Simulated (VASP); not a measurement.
Here is a VASP 6.6.1 calculation.

File INCAR:

```
PREC = Accurate ; ENCUT = 520
EDIFF = 1E-6 ; ISMEAR = 0
SIGMA = 0.1 ; LREAL = False
LASPH = True ; NELM = 100
ALGO = Fast ; ISIF = 2
LWAVE = False ; LCHARG = False
GGA = PS ; NBANDS = 18
```

Contents of KPOINTS:

```
regular mesh
0
Gamma
  20 20 14
```

File POSCAR:

```
Cu
1.0
    1.6748038179      1.6748038179      0.0000000000
   -1.7742958951      1.7742958951      0.0000000000
    0.0000000000      0.0000000000      3.7158966746
Cu
2
Direct
    0.0000000000      0.0000000000      0.0000000000
    0.5000000000      0.5000000000      0.5000000000
```

Potentials or basis: VASP PAW PBE potentials, release 64 (Cu).

Launch:

```bash
$ cat potpaw_PBE.64/Cu/POTCAR > POTCAR
$ mpirun -np 1 vasp_std > vasp.out
```

Q: What does it give for the band gap on the k mesh?

A: Zero (bands 11 and 12 overlap by 8.22 eV).

Q: What does it give for the pressure?

A: 6.9 GPa.

Stress tensor (GPa, compression positive):
```
9.52 7.88 0.00
7.88 9.52 0.00
0.00 0.00 1.70
```

Caveat: the cell differs from its parent crystal (uniaxial strain along a: -6.0 %, then relaxed in part); the cell stands under pressure; the PAW data sets were made with another functional, which shifts forces and pressure a little.
